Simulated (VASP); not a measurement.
Runs of VASP 6.6.1 on Rh. The structure is that of space group P6/mmm (No. 191), or close to it. The cells are those of the table. 

```csv
cell,gap on the mesh (eV),pressure (GPa)
"a = 4.338, b = 4.338, c = 2.660 Å, angles 90.0, 90.0, 120.0°, 3 atoms",none,(a)
"a = 4.281, b = 4.281, c = 2.626 Å, angles 90.0, 90.0, 120.0°, 3 atoms",none,-0.1
"a = 4.224, b = 4.224, c = 2.590 Å, angles 90.0, 90.0, 120.0°, 3 atoms",none,12.3
"a = 4.164, b = 4.164, c = 2.554 Å, angles 90.0, 90.0, 120.0°, 3 atoms",none,28.2
"a = 4.393, b = 4.393, c = 2.694 Å, angles 90.0, 90.0, 120.0°, 3 atoms",none,(b)
```

Alike in all rows: task single point; level PBEsol; potentials or basis VASP PAW PBE potentials, release 64 (Rh_pv); no spin polarisation; k mesh 10 × 10 × 13; cutoff (eV) 520; smearing fermi-dirac 0.1 eV.

Q: Estimate the missing entries.

A: (a) -9.9; (b) -17.4.

Caveats: the PAW data sets were made with another functional, which shifts forces and pressure a little.

A k mesh can miss the band edges, and the runs leave out spin-orbit coupling on Rh.

A gap of «none» marks levels without a gap at the run's occupations.
